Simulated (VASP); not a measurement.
# TiTe2 (P-3m1) in VASP: further runs, part 2 of 2

VASP 6.6.1. Earlier steps stand in the parts before.

### Step 4. Relaxation of cell and atoms, PBEsol, target pressure 20 GPa, at which the enthalpy is minimised

This run uses another cell than the first one, of 25.42 Å³/atom.

Input file INCAR:

```
SYSTEM = TiTe2
  PREC = Accurate
  ENCUT = 600
  EDIFF = 1E-6
  ISMEAR = -1
  SIGMA = 0.1
  LREAL = .FALSE.
  LASPH = .TRUE.
  NELM = 80
  ALGO = Normal
  ISIF = 3
  LWAVE = .FALSE.
  LCHARG = .FALSE.
  GGA = PS
  IBRION = 2
  NSW = 100
  EDIFFG = -0.002
  PSTRESS = 200.0
```

Input file KPOINTS:

```
regular mesh
0
G
  12 12 6
  0 0 0
```

Input file POSCAR:

```
TiTe2
1.0
    3.6975632234      0.0000000000      0.0000000000
   -1.8487816117      3.2021836836      0.0000000000
    0.0000000000      0.0000000000      6.4408567256
Ti Te
1 2
Direct
    0.0000000000      0.0000000000      0.0000000000
    0.6666666667      0.3333333333      0.2673756060
    0.3333333333      0.6666666667      0.7326243940
```

Potentials or basis: VASP PAW PBE potentials, release 64 (Ti_sv, Te).

The run is started by

```
$ cat potpaw_PBE.64/Ti_sv/POTCAR potpaw_PBE.64/Te/POTCAR > POTCAR
$ mpirun -np 1 vasp_std > vasp.out
```

OUTCAR:

```text
SYSTEM = TiTe2
   PREC = Accurate
   ENCUT = 600
   EDIFF = 1E-6
   ISMEAR = -1
   LREAL = .FALSE.
   LASPH = .TRUE.
   NELM = 80
   ISIF = 3
   GGA = PS
   IBRION = 2
   NSW = 100
   EDIFFG = -0.002
   PSTRESS = 200.0

 ion  position               nearest neighbor table
   1  0.000  0.000  0.000-   2 2.74   3 2.74   2 2.74   3 2.74   2 2.74   3 2.74
   2  0.667  0.333  0.267-   1 2.74   1 2.74   1 2.74   3 3.68   3 3.68   3 3.68
   3  0.333  0.667  0.733-   1 2.74   1 2.74   1 2.74   2 3.68   2 3.68   2 3.68

  LATTYP: Found a hexagonal cell.
 ALAT       =     3.6975632234
 C/A-ratio  =     1.7419192956

  Lattice vectors:

 A1 = (   3.6975632234,   0.0000000000,   0.0000000000)
 A2 = (  -1.8487816117,   3.2021836836,   0.0000000000)
 A3 = (   0.0000000000,   0.0000000000,   6.4408567256)

Analysis of symmetry for initial positions (statically):
=====================================================================
 Subroutine PRICEL returns:
 Original cell was already a primitive cell.

 Routine SETGRP: Setting up the symmetry group for a
 hexagonal supercell.

 Subroutine GETGRP returns: Found 12 space group operations
 (whereof 12 operations were pure point group operations)
 out of a pool of 24 trial point group operations.

The static configuration has the point symmetry D_3d.

Analysis of symmetry for dynamics (positions and initial velocities):
=====================================================================
 Subroutine PRICEL returns:
 Original cell was already a primitive cell.

 Routine SETGRP: Setting up the symmetry group for a
 hexagonal supercell.

 Subroutine GETGRP returns: Found 12 space group operations
 (whereof 12 operations were pure point group operations)
 out of a pool of 24 trial point group operations.

The dynamic configuration has the point symmetry D_3d.

 Subroutine INISYM returns: Found 12 space group operations
 (whereof 12 operations are pure point group operations),
 and found     1 'primitive' translations

[... 125 lines left out ...]
   LEPSILON=     F    determine dielectric tensor
   LRPA    =     F    only Hartree local field effects (RPA)
 conjugate gradient relaxation of ions
 non-spin polarized calculation
  energy-cutoff  :      600.00
  volume of cell :       76.26
 maximum number of plane-waves:      2570
 NGX is ok and might be reduce to    30
   NGX = 15   NGY = 15   NGZ = 25

--------------------------------------- Ionic step        1  -------------------------------------------

 number of electron      24.0000001 magnetization

 Free energy of the ion-electron system (eV)
  ---------------------------------------------------
  ext. energy  EPLUGINS =         0.00000000
  ---------------------------------------------------
  free energy    TOTEN  =       -17.56326043 eV

  energy without entropy =      -17.51705336  energy(sigma->0) =      -17.54015689

------------------------ aborting loop because EDIFF is reached ----------------------------------------

  FORCE on cell =-STRESS in cart. coord.  units (eV):
  Direction    XX          YY          ZZ          XY          YZ          ZX
  --------------------------------------------------------------------------------------
  -------------------------------------------------------------------------------------
  Total        0.0184544      0.0184544      0.0196905      0.0000000     -0.0000000      0.0000000
  in kB        0.3877092      0.3877092      0.4136779      0.0000000     -0.0000000      0.0000000
  external PRESSURE =    -199.6036345 kB  Pullay stress =     200.0000000 kB
[... 100 lines left out ...]
  energy  without entropy=      -16.9432667773  energy(sigma->0) =      -16.96444606

  enthalpy is  TOTEN    =        -8.9835220000 eV   P V=        8.0021033351

 E-fermi :   9.8731     XC(G=0): -11.1403

 val. band max:        9.8726996586   @ k =   0.0000   0.0833   0.3333
 cond. band min:       9.8743899548   @ k =   0.3333   0.0833   0.3333
 fundamental gap:      0.0016902962
 Fermi energy:         9.8731335489

 k-point     1 :       0.0000    0.0000    0.0000
  band No.  band energies     occupation
      1     -46.7103      2.00000
      2     -23.1744      2.00000
      3     -23.1223      2.00000
      4     -23.1223      2.00000
      5      -4.1213      2.00000
      6      -1.8011      2.00000
[... 435 lines left out ...]
      5      -3.5889      2.00000
      6      -1.8129      2.00000
[... 8 lines left out ...]
     15      11.6652      0.00000
     16      13.3804      0.00000

 [... further k-points ...]

[... ionic steps 4 to 12 ...]

--------------------------------------- Ionic step       13  -------------------------------------------

 number of electron      24.0000001 magnetization

------------------------ aborting loop because EDIFF is reached ----------------------------------------
[... 73 lines left out ...]
--------------------------------------- Ionic step       15  -------------------------------------------

 number of electron      24.0000001 magnetization

 Free energy of the ion-electron system (eV)
  ---------------------------------------------------
  ext. energy  EPLUGINS =         0.00000000
  ---------------------------------------------------
  free energy    TOTEN  =       -16.78020649 eV

  energy without entropy =      -16.73512003  energy(sigma->0) =      -16.75766326

 E-fermi :  10.8842     XC(G=0): -11.4664

 val. band max:       10.8536040845   @ k =   0.0833   0.0833   0.1667
 cond. band min:      10.8873257816   @ k =   0.3333   0.0000   0.5000
 fundamental gap:      0.0337216972
 Fermi energy:        10.8842135736

 k-point     1 :       0.0000    0.0000    0.0000
  band No.  band energies     occupation
      1     -45.7178      2.00000
      2     -22.1764      2.00000
      3     -22.1000      2.00000
      4     -22.1000      2.00000
      5      -3.8670      2.00000
      6      -0.9597      2.00000
[... 481 lines left out ...]
  energy  without entropy=      -16.7351200276  energy(sigma->0) =      -16.75766326

  enthalpy is  TOTEN    =        -9.3285969799 eV   P V=        7.4516095080

 reached required accuracy - stopping structural energy minimisation
```

OSZICAR:

```text
N       E                     dE             d eps       ncg     rms          rms(c)
DAV:   1     0.187771701819E+03    0.18777E+03   -0.11866E+04  3200   0.156E+03
DAV:   2    -0.714073036591E+00   -0.18849E+03   -0.18689E+03  3376   0.361E+02
[... 160 lines left out ...]
DAV:   2    -0.167805287664E+02   -0.24638E-06   -0.13497E-04  4000   0.100E-01    0.178E-02
DAV:   3    -0.167805243556E+02    0.44109E-05   -0.44005E-05  4200   0.454E-02    0.833E-03
DAV:   4    -0.167805238056E+02    0.54995E-06   -0.28596E-06  2544   0.157E-02
  14 F= -.93285958E+01 E0= -.93060590E+01  d E =-.149646E-04
       N       E                     dE             d eps       ncg     rms          rms(c)
DAV:   1    -0.167802064811E+02    0.31787E-03   -0.64034E-05  3200   0.621E-02    0.652E-03
DAV:   2    -0.167802064880E+02   -0.69040E-08   -0.90693E-06  4040   0.261E-02
  15 F= -.93285970E+01 E0= -.93060537E+01  d E =-.161924E-04
```

CONTCAR:

```text
TiTe2
   1.00000000000000
     3.4047288519049124    0.0000000000000000    0.0000000000000000
    -1.7023644259524562    2.9485816788345338    0.0000000000000000
    -0.0000000000000000   -0.0000000000000000    5.9461379587330656
  Ti              Te
     1     2
Direct
     0.0000000000000000    0.0000000000000000    0.0000000000000000
     0.6666666667000030    0.3333333332999970    0.2926616597646998
     0.3333333332999970    0.6666666667000030    0.7073383402353002

  0.00000000E+00  0.00000000E+00  0.00000000E+00
  0.00000000E+00  0.00000000E+00  0.00000000E+00
  0.00000000E+00  0.00000000E+00  0.00000000E+00
```

Run time: 44 min. Hardware: 1 thread of Intel Xeon 8259CL, shared host; peak memory 0.34 GiB.

Results:

- Free energy: -16.7802 eV
- Relaxed volume: 19.90 Å³/atom
- Relaxed cell: a = 3.405 Å, b = 3.405 Å, c = 5.946 Å, α = 90.00°, β = 90.00°, γ = 120.00°
- Space group after relaxing (to 0.1 Å): P-3m1 (No. 164)
- Energy change on relaxing (the run minimises the enthalpy): +261.0 meV/atom
- Ionic steps: 15
- Pressure after relaxing: 20.0 GPa
- Band gap on the k mesh: zero (bands 12 and 13 overlap by 1.05 eV)

The path:
```
step  energy change (eV)  largest force (eV/Å)  pressure (GPa)  volume (Å³)
   1              0.0000                0.0190            0.04        76.26
   2              5.9383                7.4293           97.11        46.38
   3              0.5776                1.8582           17.64        64.10
   4              0.6701                2.0207           19.38        63.30
   5              0.7049                2.0790           20.03        63.02
   6              0.7339                0.9940           20.59        60.60
   7              0.8820                0.1137           21.80        58.96
   8              0.8698                0.1698           21.68        59.06
   9              0.6502                0.1714           16.94        60.86
  10              0.7720                0.0242           19.64        59.80
  11              0.7789                0.0186           19.90        59.73
  12              0.7820                0.0160           19.99        59.70
  13              0.7817                0.0161           19.99        59.70
  14              0.7827                0.0032           19.98        59.70
  15              0.7831                0.0014           19.99        59.69
```

Final structure:
```
Ti Te
1.0
     3.40473    0.00000    0.00000
    -1.70236    2.94858    0.00000
     0.00000    0.00000    5.94614
Ti Te
1 2
Direct
  0.00000 0.00000 0.00000
  0.66667 0.33333 0.29266
  0.33333 0.66667 0.70734
```

Caveat: the cell is relaxed towards a set pressure, so the run minimises the enthalpy, not the energy; the volume moved by over 15 % at a fixed basis, so the end points are rough; the PAW data sets were made with another functional, which shifts forces and pressure a little; spin-orbit coupling is left out, which moves the levels of the heavy elements.

The gap in the log of VASP goes by the Fermi energy; the results here count the filled bands.